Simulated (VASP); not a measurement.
# Ta2As3 (P-3m1) in VASP: a series of runs

The runs below take Ta2As3 through single point, with PBE.

All numbers are computed with VASP 6.6.1; they aren't measurements. Logs are shortened: lines on timing, memory, paths and dates and some standing lists are left out, and cuts for length are marked.

## 1. The cell of the first run

It takes space group P-3m1 (No. 164, trigonal). Conventional cell: a = 4.111 Å, b = 4.111 Å, c = 6.396 Å, α = 90.00°, β = 90.00°, γ = 120.00°. Ta (site symmetry 3m) has 7 As at 2.48 to 2.84 Å within 3.3 Å. Within 3.7 Å of As (site symmetry -3m) lie 6 Ta at 2.84 Å and 6 As at 3.28 Å. Within 3.3 Å of As (site symmetry 3m) lie 4 Ta at 2.48 to 2.56 Å and 6 As at 3.01 to 3.28 Å.

## 2. Single point, PBE

INCAR reads:

```
SYSTEM = Ta2As3
ALGO     = Normal         ! electronic algorithm
EDIFF    = 1E-6           ! SCF threshold, eV
ENCUT    = 520            ! plane-wave cutoff, eV
GGA      = PE             ! functional
ISIF     = 2              ! what is computed and relaxed
ISMEAR   = 0              ! smearing method
LASPH    = .True.         ! aspherical terms in the spheres
LCHARG   = .False.        ! write CHGCAR
LREAL    = .False.        ! projectors in reciprocal space
LWAVE    = .False.        ! write WAVECAR
NBANDS   = 26             ! bands
NELM     = 60             ! most SCF steps
PREC     = Accurate       ! precision mode
SIGMA    = 0.1            ! smearing width, eV
```

KPOINTS reads:

```
k-points
0
Gamma
  6 6 4
  0 0 0
```

POSCAR reads:

```
Ta2As3
1.0
    4.1112451962      0.0000000000      0.0000000000
   -2.0556225981      3.5604427811      0.0000000000
    0.0000000000      0.0000000000      6.3964297088
Ta As
2 3
Direct
    0.3333333333      0.6666666667      0.2450000000
    0.6666666667      0.3333333333      0.7550000000
    0.0000000000      0.0000000000      0.0000000000
    0.3333333333      0.6666666667      0.6450000000
    0.6666666667      0.3333333333      0.3550000000
```

Potentials or basis: VASP PAW PBE potentials, release 64 (Ta_pv, As).

Started as:

```bash
$ cat potpaw_PBE.64/Ta_pv/POTCAR potpaw_PBE.64/As/POTCAR > POTCAR
$ mpirun -np 1 vasp_std > vasp.out
```

OUTCAR:

```text
SYSTEM = Ta2As3
   EDIFF = 1E-6
   ENCUT = 520
   GGA = PE
   ISIF = 2
   ISMEAR = 0
   LASPH = .True.
   LREAL = .False.
   NELM = 60
   PREC = Accurate

 ion  position               nearest neighbor table
   1  0.333  0.667  0.245-   5 2.48   5 2.48   5 2.48   4 2.56   3 2.84   3 2.84   3 2.84
   2  0.667  0.333  0.755-   4 2.48   4 2.48   4 2.48   5 2.56   3 2.84   3 2.84   3 2.84
   3  0.000  0.000  0.000-   1 2.84   2 2.84   2 2.84   1 2.84   2 2.84   1 2.84
   4  0.333  0.667  0.645-   2 2.48   2 2.48   2 2.48   1 2.56
   5  0.667  0.333  0.355-   1 2.48   1 2.48   1 2.48   2 2.56

  LATTYP: Found a hexagonal cell.
 ALAT       =     4.1112451962
 C/A-ratio  =     1.5558375634

  Lattice vectors:

 A1 = (   4.1112451962,   0.0000000000,   0.0000000000)
 A2 = (  -2.0556225981,   3.5604427811,   0.0000000000)
 A3 = (   0.0000000000,   0.0000000000,   6.3964297088)

Analysis of symmetry for initial positions (statically):
=====================================================================
 Subroutine PRICEL returns:
 Original cell was already a primitive cell.

 Routine SETGRP: Setting up the symmetry group for a
 hexagonal supercell.

 Subroutine GETGRP returns: Found 12 space group operations
 (whereof 12 operations were pure point group operations)
 out of a pool of 24 trial point group operations.

The static configuration has the point symmetry D_3d.

Analysis of symmetry for dynamics (positions and initial velocities):
=====================================================================
 Subroutine PRICEL returns:
 Original cell was already a primitive cell.

 Routine SETGRP: Setting up the symmetry group for a
 hexagonal supercell.

 Subroutine GETGRP returns: Found 12 space group operations
 (whereof 12 operations were pure point group operations)
 out of a pool of 24 trial point group operations.

The dynamic configuration has the point symmetry D_3d.

 Subroutine INISYM returns: Found 12 space group operations
 (whereof 12 operations are pure point group operations),
 and found     1 'primitive' translations

----------------------------------------------------------------------------------------

                                     Primitive cell

  volume of cell :      93.6300

  direct lattice vectors                    reciprocal lattice vectors
     4.111245196  0.000000000  0.000000000     0.243235310  0.140431972  0.000000000
    -2.055622598  3.560442781  0.000000000     0.000000000  0.280863943  0.000000000
     0.000000000  0.000000000  6.396429709     0.000000000  0.000000000  0.156337214

  length of vectors
     4.111245196  4.111245196  6.396429709     0.280863943  0.280863943  0.156337214

  position of ions in fractional coordinates (direct lattice)
     0.333333333  0.666666667  0.245000000
     0.666666667  0.333333333  0.755000000
     0.000000000  0.000000000  0.000000000
     0.333333333  0.666666667  0.645000000
     0.666666667  0.333333333  0.355000000

  ion indices of the primitive-cell ions
   primitive index   ion index
                 1           1
                 2           2
                 3           3
                 4           4
                 5           5

----------------------------------------------------------------------------------------

 KPOINTS: k-points

Automatic generation of k-mesh.
 Grid dimensions read from file:
 generate k-points for:    6    6    4

 Generating k-lattice:

  Cartesian coordinates                     Fractional coordinates (reciprocal lattice)
     0.040539218  0.023405329  0.000000000     0.166666667  0.000000000  0.000000000
     0.000000000  0.046810657  0.000000000     0.000000000  0.166666667  0.000000000
     0.000000000  0.000000000  0.039084303     0.000000000  0.000000000  0.250000000

  Length of vectors
     0.046810657  0.046810657  0.039084303

  Shift w.r.t. Gamma in fractional coordinates (k-lattice)
     0.000000000  0.000000000  0.000000000

 Subroutine IBZKPT returns following result:
 ===========================================

 Found     24 irreducible k-points:

 Following reciprocal coordinates:
            Coordinates               Weight
  0.000000  0.000000  0.000000      1.000000
  0.166667 -0.000000  0.000000      6.000000
  0.333333  0.000000  0.000000      6.000000
  0.500000  0.000000  0.000000      3.000000
  0.166667  0.166667  0.000000      6.000000
  0.333333  0.166667  0.000000     12.000000
[... 16 lines left out ...]
  0.333333  0.166667  0.500000     12.000000
  0.333333  0.333333  0.500000      2.000000
   k-points           NKPTS =     24   k-points in BZ     NKDIM =     24   number of bands    NBANDS=     26
   number of dos      NEDOS =    301   number of ions     NIONS =      5
   total plane-waves  NPLWV =  49152
   dimension x,y,z NGX =    32 NGY =   32 NGZ =   48
   dimension x,y,z NGXF=    64 NGYF=   64 NGZF=   96
   ions per type =               2   3
   NGX,Y,Z   is equivalent  to a cutoff of  12.94, 12.94, 12.48 a.u.
   NGXF,Y,Z  is equivalent  to a cutoff of  25.88, 25.88, 24.95 a.u.
 SYSTEM =  Ta2As3
   PREC   = accura    normal or accurate (medium, high low for compatibility)
   ISTART =      0    job   : 0-new  1-cont  2-samecut
   ICHARG =      2    charge: 1-file 2-atom 10-const
   ISPIN  =      1    spin polarized calculation?
   LNONCOLLINEAR =      F non collinear calculations
   LSORBIT =      F    spin-orbit coupling
   LASPH  =      T    aspherical Exc in radial PAW
   ENCUT  =  520.0 eV  38.22 Ry    6.18 a.u.   7.64  7.64 11.89*2*pi/ulx,y,z
   NELM   =     60;   NELMIN=  2; NELMDL= -5     # of ELM steps
   EDIFF  = 0.1E-05   stopping-criterion for ELM
   LREAL  =      F    real-space projection
[... 7 lines left out ...]
   TEBEG  =    0.0;   TEEND  =   0.0 temperature during run
   PSTRESS=    0.0 pullay stress
   NELECT =      37.0000    total number of electrons
   NUPDOWN=      -1.0000    fix difference up-down
   EMIN   =  10.00;   EMAX   =-10.00  energy-range for DOS
   EFERMI =   0.00;   METHOD = LEGACY
   ISMEAR =     0;   SIGMA  =   0.10  broadening in eV -4-tet -1-fermi 0-gaus
   EFERMI_NEDOS =   21; number of points for ismear=-14 and -15
   IALGO  =     38    algorithm
   IMIX   =      4    mixing-type and parameters
     AMIX     =   0.40;   BMIX     =  1.00
     AMIX_MAG =   1.60;   BMIX_MAG =  1.00
  volume/ion in A,a.u.               =      18.73       126.37
  Fermi-wavevector in a.u.,A,eV,Ry     =   1.201352  2.270227 19.636574  1.443247
  Thomas-Fermi vector in A             =   2.337163
   LORBIT       =      0    0 simple, 1 ext, 2 COOP (PROOUT), +10 PAW based schemes
   GGA     = PE    functional components
   LHFCALC =     F    Hartree Fock is set to
   AEXX    =    0.0000 exact exchange contribution
   IVDW    =     0    specifies the selected vdW correction
   LEPSILON=     F    determine dielectric tensor
   LRPA    =     F    only Hartree local field effects (RPA)
 non-spin polarized calculation
 Gauss-broadening in eV      SIGMA  =   0.10
  energy-cutoff  :      520.00
  volume of cell :       93.63
 maximum number of plane-waves:      2544
 NGX is ok and might be reduce to    32
   NGX = 15   NGY = 15   NGZ = 23

 number of electron      37.0000002 magnetization

 Free energy of the ion-electron system (eV)
  ---------------------------------------------------
  ext. energy  EPLUGINS =         0.00000000
  ---------------------------------------------------
  free energy    TOTEN  =       -36.22741511 eV

  energy without entropy =      -36.21220908  energy(sigma->0) =      -36.21981209

 E-fermi :   6.3782     XC(G=0): -11.2357

 val. band max:        6.3618481106   @ k =   0.1667   0.1667   0.0000
 cond. band min:       6.3992966380   @ k =   0.1667  -0.0000   0.2500
 fundamental gap:      0.0374485274
 Fermi energy:         6.3782477864

 k-point     1 :       0.0000    0.0000    0.0000
  band No.  band energies     occupation
      1     -28.6757      2.00000
      2     -28.6318      2.00000
      3     -28.6318      2.00000
      4     -28.6211      2.00000
      5     -28.6211      2.00000
      6     -28.6083      2.00000
[... 18 lines left out ...]
     25       9.8908      0.00000
     26       9.8908      0.00000

 k-point     2 :       0.1667   -0.0000    0.0000
  band No.  band energies     occupation
      1     -28.6707      2.00000
      2     -28.6429      2.00000
      3     -28.6355      2.00000
      4     -28.6321      2.00000
      5     -28.6227      2.00000
      6     -28.6109      2.00000
[... 18 lines left out ...]
     25       9.7700      0.00000
     26       9.9742      0.00000

 k-point     3 :       0.3333    0.0000    0.0000
  band No.  band energies     occupation
      1     -28.6656      2.00000
      2     -28.6609      2.00000
      3     -28.6511      2.00000
      4     -28.6425      2.00000
      5     -28.6265      2.00000
      6     -28.6185      2.00000
[... 18 lines left out ...]
     25       9.3073      0.00000
     26       9.6451      0.00000

 k-point     4 :       0.5000    0.0000    0.0000
  band No.  band energies     occupation
      1     -28.6766      2.00000
      2     -28.6673      2.00000
      3     -28.6466      2.00000
      4     -28.6459      2.00000
      5     -28.6285      2.00000
      6     -28.6253      2.00000
[... 18 lines left out ...]
     25       9.4015      0.00000
     26      11.1750      0.00000
[... 496 lines left out ...]
      1     -28.6655      2.00000
      2     -28.6610      2.00000
      3     -28.6367      2.00000
      4     -28.6353      2.00000
      5     -28.6282      2.00000
      6     -28.6260      2.00000
[... 18 lines left out ...]
     25      10.0294      0.00000
     26      10.6290      0.00000

 k-point    23 :       0.3333    0.1667    0.5000
  band No.  band energies     occupation
      1     -28.6773      2.00000
      2     -28.6747      2.00000
      3     -28.6440      2.00000
      4     -28.6434      2.00000
      5     -28.6261      2.00000
      6     -28.6247      2.00000
[... 18 lines left out ...]
     25       9.6977      0.00000
     26      10.4357      0.00000

 k-point    24 :       0.3333    0.3333    0.5000
  band No.  band energies     occupation
      1     -28.6748      2.00000
      2     -28.6748      2.00000
      3     -28.6528      2.00000
      4     -28.6522      2.00000
      5     -28.6240      2.00000
      6     -28.6240      2.00000
[... 18 lines left out ...]
     25       9.1991      0.00000
     26      11.3026      0.00000

------------------------ aborting loop because EDIFF is reached ----------------------------------------

  FORCE on cell =-STRESS in cart. coord.  units (eV):
  Direction    XX          YY          ZZ          XY          YZ          ZX
  --------------------------------------------------------------------------------------
  -------------------------------------------------------------------------------------
  Total        9.4521364      9.4521364      8.0858272      0.0000000      0.0000000     -0.0000000
  in kB      161.7430169    161.7430169    138.3630147      0.0000000      0.0000000     -0.0000000
  external PRESSURE =     153.9496828 kB  Pullay stress =       0.0000000 kB

 VOLUME and BASIS-vectors are now :
 -----------------------------------------------------------------------------
  energy-cutoff  :      520.00
  volume of cell :       93.63
      direct lattice vectors                 reciprocal lattice vectors
     4.111245196  0.000000000  0.000000000     0.243235310  0.140431972  0.000000000
    -2.055622598  3.560442781  0.000000000     0.000000000  0.280863943  0.000000000
     0.000000000  0.000000000  6.396429709     0.000000000  0.000000000  0.156337214

 POSITION                                       TOTAL-FORCE (eV/Angst)
 -----------------------------------------------------------------------------------
     -0.00000      2.37363      1.56713         0.000000     -0.000000     -2.084699
      2.05562      1.18681      4.82930         0.000000      0.000000      2.084699
      0.00000      0.00000      0.00000        -0.000000      0.000000     -0.000000
     -0.00000      2.37363      4.12570         0.000000      0.000000     -0.287361
      2.05562      1.18681      2.27073        -0.000000      0.000000      0.287361
 -----------------------------------------------------------------------------------
    total drift:                               -0.000000      0.000000      0.000000

  FREE ENERGIE OF THE ION-ELECTRON SYSTEM (eV)
  ---------------------------------------------------
  free  energy   TOTEN  =       -36.2274151058 eV

  energy  without entropy=      -36.2122090831  energy(sigma->0) =      -36.21981209
```

It took 44 s on 1 thread of Intel Xeon Platinum 8375C at 2.90GHz (Ice Lake), shared host; peak memory 0.23 GiB.

What came out:

- Free energy: -36.2274 eV
- Pressure: 15.4 GPa
- Largest force: 2.085 eV/Å

Forces in eV/Å, atoms in the order of the input:
```
Ta   0.000  0.000 -2.085
Ta   0.000  0.000  2.085
As   0.000  0.000  0.000
As   0.000  0.000 -0.287
As   0.000  0.000  0.287
```

Stress tensor (GPa, compression positive):
```
16.17  0.00  0.00
 0.00 16.17  0.00
 0.00  0.00 13.84
```

Caveat: spin-orbit coupling is left out, which moves the levels of the heavy elements; forces of over 1 eV/Å act on the atoms, so gaps and moduli don't describe the material at rest.

## 3. Single point, PBE

This run uses another cell than the first one, of 19.27 Å³/atom, 1.029 times its volume.

INCAR reads:

```
SYSTEM = Ta2As3
PREC = Accurate
ENCUT = 520
EDIFF = 1E-6
ISMEAR = 0
SIGMA = 0.1
LREAL = .False.
LASPH = .True.
NELM = 80
ALGO = Normal
ISIF = 2
LWAVE = .False.
LCHARG = .True.
GGA = PE
LELF = .True.
LVHAR = .True.
NBANDS = 26
```

KPOINTS reads:

```
Automatic mesh
0
Gamma
  6 6 4
  0 0 0
```

POSCAR reads:

```
Ta2As3
1.0
    4.6275904906      0.0000000000      0.0000000000
   -2.3137952453      4.0076109232      0.0000000000
    0.0000000000      0.0000000000      5.1961950433
Ta As
2 3
Direct
    0.3333333333      0.6666666667      0.1347827684
    0.6666666667      0.3333333333      0.8652172316
    0.0000000000      0.0000000000      0.0000000000
    0.3333333333      0.6666666667      0.6397216438
    0.6666666667      0.3333333333      0.3602783562
```

Potentials or basis: VASP PAW PBE potentials, release 64 (Ta_pv, As).

Started as:

```bash
$ cat potpaw_PBE.64/Ta_pv/POTCAR potpaw_PBE.64/As/POTCAR > POTCAR
$ mpirun -np 1 vasp_std > vasp.out
```

OUTCAR:

```text
SYSTEM = Ta2As3
   PREC = Accurate
   ENCUT = 520
   EDIFF = 1E-6
   ISMEAR = 0
   LREAL = .False.
   LASPH = .True.
   NELM = 80
   ISIF = 2
   GGA = PE

 ion  position               nearest neighbor table
   1  0.333  0.667  0.135-   4 2.57   4 2.62   3 2.76   3 2.76   3 2.76   5 2.92   5 2.92   5 2.92
                             2 3.02   2 3.02   2 3.02
   2  0.667  0.333  0.865-   5 2.57   5 2.62   3 2.76   3 2.76   3 2.76   4 2.92   4 2.92   4 2.92
                             1 3.02   1 3.02   1 3.02
   3  0.000  0.000  0.000-   1 2.76   2 2.76   2 2.76   1 2.76   2 2.76   1 2.76
[... 901 lines left out ...]
  -------------------------------------------------------------------------------------
  Total        0.3242802      0.3242802      0.1762110      0.0000000      0.0000000      0.0000000
  in kB        5.3914446      5.3914446      2.9296632      0.0000000      0.0000000      0.0000000
  external PRESSURE =       4.5708508 kB  Pullay stress =       0.0000000 kB

 VOLUME and BASIS-vectors are now :
 -----------------------------------------------------------------------------
  energy-cutoff  :      520.00
  volume of cell :       96.37
      direct lattice vectors                 reciprocal lattice vectors
     4.627590491  0.000000000  0.000000000     0.216095180  0.124762610  0.000000000
    -2.313795245  4.007610923  0.000000000     0.000000000  0.249525221  0.000000000
     0.000000000  0.000000000  5.196195043     0.000000000  0.000000000  0.192448511

 POSITION                                       TOTAL-FORCE (eV/Angst)
 -----------------------------------------------------------------------------------
     -0.00000      2.67174      0.70036         0.000000     -0.000000      0.016172
      2.31380      1.33587      4.49584        -0.000000      0.000000     -0.016172
      0.00000      0.00000      0.00000        -0.000000      0.000000     -0.000000
     -0.00000      2.67174      3.32412        -0.000000      0.000000     -0.009394
      2.31380      1.33587      1.87208         0.000000     -0.000000      0.009394
 -----------------------------------------------------------------------------------
    total drift:                               -0.000000      0.000000     -0.000000

  FREE ENERGIE OF THE ION-ELECTRON SYSTEM (eV)
  ---------------------------------------------------
  free  energy   TOTEN  =       -37.9586938176 eV

  energy  without entropy=      -37.9407021834  energy(sigma->0) =      -37.94969800
```

stdout:

```text
POSCAR found type information on POSCAR TaAs
 POSCAR found :  2 types and       5 ions
 scaLAPACK will be used
 LDA part: xc-table for (Slater+PW92), standard interpolation
 POSCAR, INCAR and KPOINTS ok, starting setup
 FFT: planning ... GRIDC
 FFT: planning ... GRID_SOFT
 FFT: planning ... GRID
 WAVECAR not read
 entering main loop
```

Run time: 46 s. Hardware: 1 thread of Intel Xeon Platinum 8375C at 2.90GHz (Ice Lake), shared host; peak memory 0.24 GiB.

Results:

| Quantity | Value |
| --- | --- |
| Free energy | -37.9587 eV |
| Pressure | 0.5 GPa |
| Largest force | 0.016 eV/Å |

Forces on the atoms (eV/Å):
```
Ta   0.000  0.000  0.016
Ta   0.000  0.000 -0.016
As   0.000  0.000  0.000
As   0.000  0.000 -0.009
As   0.000  0.000  0.009
```

Caveat: spin-orbit coupling is left out, which moves the levels of the heavy elements.
